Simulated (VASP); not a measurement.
Set up this calculation in VASP 6.6.1, as the native input.

| Item | Value |
| --- | --- |
| Task | single point |
| Functional | PBE |
| Potentials or basis | VASP PAW PBE potentials, release 64 (Sn_d, Se) |
| Cutoff | 520 eV |
| k mesh | 6 × 6 × 4 |
| Occupations | gaussian, width 0.01 eV |
| Spin | no spin polarisation |
| Dipole correction | no |
| Further INCAR settings | ALGO = Normal; EDIFF = 1e-06; NBANDS = 20 |

The structure of SnSe2 lies in POSCAR:

```
SnSe2
1.0
    3.8110000000      0.0000000000      0.0000000000
   -1.9055000000      3.3004228138      0.0000000000
    0.0000000000      0.0000000000      6.1360000000
Sn Se
1 2
Direct
    0.0000000000      0.0000000000      0.0000000000
    0.3333330000      0.6666670000      0.2490000000
    0.6666670000      0.3333330000      0.7510000000
```

These files were run (other wordings do the same):

INCAR

```
SYSTEM = SnSe2
  PREC = Accurate
  ENCUT = 520
  EDIFF = 1E-6
  ISMEAR = 0
  SIGMA = 0.01
  LREAL = .FALSE.
  LASPH = .TRUE.
  NELM = 100
  ALGO = Normal
  ISIF = 2
  LWAVE = .FALSE.
  LCHARG = .FALSE.
  GGA = PE
  NBANDS = 20
```

KPOINTS

```
regular mesh
0
G
  6 6 4
  0 0 0
```

Potentials or basis: VASP PAW PBE potentials, release 64 (Sn_d, Se).

Launch:

```console
$ cat potpaw_PBE.64/Sn_d/POTCAR potpaw_PBE.64/Se/POTCAR > POTCAR
$ mpirun -np 1 vasp_std > vasp.out
```

Results of the run:

The pressure is 5.7 GPa. The largest force is 0.796 eV/Å and the band gap on the k mesh is 0.82 eV, indirect (least direct gap 1.09 eV).

Caveat: spin-orbit coupling is left out, which moves the levels of the heavy elements; this functional lacks dispersion, which binds the layers, so the pressure and a relaxed spacing across them are unreliable.

It took 26 s on 1 thread of Intel(R) Xeon(R) Platinum 8259CL CPU @ 2.50GHz (Skylake/Cascade Lake), with other jobs on the host, peak memory 0.2 GiB.
